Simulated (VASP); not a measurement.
Here is a VASP 6.6.1 calculation.

INCAR

```
SYSTEM = Fe
PREC     = Accurate       ! precision mode
ENCUT    = 600            ! plane-wave cutoff, eV
EDIFF    = 1E-6           ! SCF threshold, eV
ISMEAR   = 0              ! smearing method
SIGMA    = 0.05           ! smearing width, eV
LREAL    = .False.        ! projectors in reciprocal space
LASPH    = .True.         ! aspherical terms in the spheres
NELM     = 200            ! most SCF steps
ALGO     = Normal         ! electronic algorithm
ISIF     = 2              ! what is computed and relaxed
LWAVE    = .False.        ! write WAVECAR
LCHARG   = .False.        ! write CHGCAR
ISPIN    = 2              ! spin polarisation
MAGMOM   = 3              ! initial moments
LORBIT   = 11             ! projections on sites
LMAXMIX  = 4              ! l up to which the mixer works
GGA      = PE             ! functional
NBANDS   = 14             ! bands
GGA_COMPAT= .False.
```

The input KPOINTS:

```
regular mesh
0
Gamma
  24 24 24
  0 0 0
```

POSCAR

```
Fe
1.0
    0.0000000000      1.9417396906      1.9651051623
    1.4984397099      0.0000000000      1.9651051623
    1.4984397099      1.9417396906      0.0000000000
Fe
1
Direct
    0.0000000000      0.0000000000      0.0000000000
```

Potentials or basis: VASP PAW PBE potentials, release 64 (Fe).

Command:

```bash
$ cat potpaw_PBE.64/Fe/POTCAR > POTCAR
$ mpirun -np 1 vasp_std > vasp.out
```

Q: Predict the net moment.

A: 2.22 μB per cell.

Q: Predict the pressure.

A: -0.7 GPa.

Q: Predict the site moments.

A: Fe +2.22 μB.

Stress tensor (GPa, compression positive):
```
-5.87  0.00  0.00
 0.00  2.74  0.00
 0.00  0.00  1.07
```
